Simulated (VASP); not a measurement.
Input of a VASP 6.6.1 run:

The input INCAR:

```
SYSTEM = Be5Te2
PREC = Accurate
ENCUT = 520
EDIFF = 1E-6
ISMEAR = 0
SIGMA = 0.1
LREAL = .FALSE.
LASPH = .TRUE.
NELM = 60
ALGO = Fast
ISIF = 2
LWAVE = .FALSE.
LCHARG = .TRUE.
GGA = PE
LELF = .TRUE.
LVHAR = .TRUE.
NBANDS = 20
```

KPOINTS

```
Automatic mesh
0
G
  12 12 12
  0 0 0
```

POSCAR

```
Be5Te2
1.0
    2.0532926039      1.1854690376      7.7134322014
   -2.0532926039      1.1854690376      7.7134322014
    0.0000000000     -2.3709380752      7.7134322014
Be Te
5 2
Direct
    0.0000000000      0.0000000000      0.5000000000
    0.5000000000      0.0000000000      0.0000000000
    0.0000000000      0.5000000000      0.0000000000
    0.4534783614      0.4534783614      0.4534783614
    0.5465216386      0.5465216386      0.5465216386
    0.7290804417      0.7290804417      0.7290804417
    0.2709195583      0.2709195583      0.2709195583
```

Potentials or basis: VASP PAW PBE potentials, release 64 (Be, Te).

Run with:

```console
$ cat potpaw_PBE.64/Be/POTCAR potpaw_PBE.64/Te/POTCAR > POTCAR
$ mpirun -np 1 vasp_std > vasp.out
```

(1) Predict the band gap on the k mesh.

(2) Estimate the pressure.

(3) Predict the largest force.

## Answers

(1) zero (bands 11 and 12 overlap by 0.75 eV).

(2) 0.1 GPa.

(3) 0.018 eV/Å.

Caveat: semilocal functionals underestimate gaps, so a narrow gap can read as zero; spin-orbit coupling is left out, which moves the levels of the heavy elements.
